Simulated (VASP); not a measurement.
Wanted: the native input for a VASP 6.6.1 run.

| Property | Result |
| --- | --- |
| Task | single point |
| Functional | LDA |
| Potentials or basis | VASP PAW LDA potentials, release 64 (Nb_sv) |
| Cutoff | 500 eV |
| k mesh | 20 × 20 × 20 |
| Occupations | gaussian, width 0.15 eV |
| Spin | no spin polarisation |
| Dipole correction | no |
| Further INCAR settings | ALGO = Normal; EDIFF = 1e-06; NBANDS = 12 |

The structure of Nb lies in POSCAR:

```
Nb
1.0
   -1.6639500000      1.6639500000      1.6639500000
    1.6639500000     -1.6639500000      1.6639500000
    1.6639500000      1.6639500000     -1.6639500000
Nb
1
Direct
    0.0000000000      0.0000000000      0.0000000000
```

One way to write it, as run:

INCAR

```
SYSTEM = Nb
ALGO     = Normal         ! electronic algorithm
EDIFF    = 1E-6           ! SCF threshold, eV
ENCUT    = 500            ! plane-wave cutoff, eV
GGA      = CA             ! functional
GGA_COMPAT= .False.      
ISIF     = 2              ! what is computed and relaxed
ISMEAR   = 0              ! smearing method
LASPH    = .True.         ! aspherical terms in the spheres
LCHARG   = .True.         ! write CHGCAR
LELF     = .True.         ! ELF
LREAL    = .False.        ! projectors in reciprocal space
LVHAR    = .True.       
LWAVE    = .False.        ! write WAVECAR
NBANDS   = 12             ! bands
NELM     = 120            ! most SCF steps
PREC     = Accurate       ! precision mode
SIGMA    = 0.15           ! smearing width, eV
```

KPOINTS

```
k-points
0
Gamma
  20 20 20
  0 0 0
```

Potentials or basis: VASP PAW LDA potentials, release 64 (Nb_sv).

Run with:

```console
$ cat potpaw_LDA.64/Nb_sv/POTCAR > POTCAR
$ mpirun -np 1 vasp_std > vasp.out
```

It gave:

| Item | Value |
| --- | --- |
| Pressure | -12.4 GPa |

Run time: 35 s on 1 thread of Intel(R) Xeon(R) Platinum 8259CL CPU @ 2.50GHz (Skylake/Cascade Lake) (shared host), peak memory 0.16 GiB.
